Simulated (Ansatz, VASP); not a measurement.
# Two plane-wave programs on Cd3HgS4

```
Cd Hg S
1.0
    -2.97100    2.97100    5.94265
     2.97100   -2.97100    5.94265
     2.97100    2.97100   -5.94265
Cd Hg S
3 1 4
Direct
  0.50000 0.50000 0.00000
  0.25000 0.75000 0.50000
  0.75000 0.25000 0.50000
  0.00000 0.00000 0.00000
  0.62200 0.62200 0.49589
  0.12611 0.12611 0.50411
  0.87389 0.37800 0.00000
  0.37800 0.87389 0.00000
```

Alike in both runs: functional PBE; k mesh 6 × 6 × 6; occupations gaussian, width 0.02 eV; no spin polarisation.

Ansatz relaxed the structure, and its values are those at the end. VASP's run is a single point on that final structure, the one shown.

|  | VASP | Ansatz |
| --- | --- | --- |
| version | VASP 6.6.1 | Ansatz 0.2.0 |
| potentials or method | VASP PAW PBE potentials, release 64 (Cd, Hg, S), cutoff 520 eV | scalar-relativistic, plane waves, PAW |
| valence electrons in the cell | 72 | 104 |

Ansatz gave:

- gap on the k mesh at the Fermi level (eV): 0.63
- least direct gap on the mesh (eV): 0.63
- pressure (GPa): 0.0

What did VASP give for the same quantities?

gap on the k mesh at the Fermi level (eV): 0.63; least direct gap on the mesh (eV): 0.63; pressure (GPa): 0.3.

VASP's potentials hold 72 valence electrons a cell and Ansatz's 104, so a difference there can come from the potentials and not from the codes.

Spin-orbit coupling is off throughout.
